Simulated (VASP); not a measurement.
A run of VASP 6.6.1:

Contents of INCAR:

```
PREC = Accurate ; ENCUT = 520
EDIFF = 1E-6 ; ISMEAR = -1
SIGMA = 0.05 ; LREAL = F
LASPH = T ; NELM = 80
ALGO = Normal ; ISIF = 2
LWAVE = F ; LCHARG = F
GGA = PS ; NBANDS = 22
```

KPOINTS

```
Automatic mesh
0
Gamma
  6 6 6
```

The input POSCAR:

```
InSb3
1.0
    4.8063670000      0.0000000000      0.0000000000
    0.0000000000      4.8063670000      0.0000000000
    0.0000000000      0.0000000000      4.8063670000
Sb In
3 1
Direct
    0.5105020000      0.4886910000     -0.0062530000
    0.0002960000      0.5084560000      0.5041920000
    0.5009570000     -0.0012920000      0.5004910000
   -0.0042560000     -0.0027610000      0.0041050000
```

Potentials or basis: VASP PAW PBE potentials, release 64 (Sb, In_d).

Launch:

```bash
$ cat potpaw_PBE.64/Sb/POTCAR potpaw_PBE.64/In_d/POTCAR > POTCAR
$ mpirun -np 1 vasp_std > vasp.out
```

Hardware: 1 thread of AMD EPYC 7R13 Processor (Zen 3), on a shared host.

Question: How long does it take, and how much memory?

Answer: It took 2.5 min on 1 thread of AMD EPYC 7R13 Processor (Zen 3), on a shared host, peak memory 0.35 GiB. Counts: scf iterations 10, k points 112.
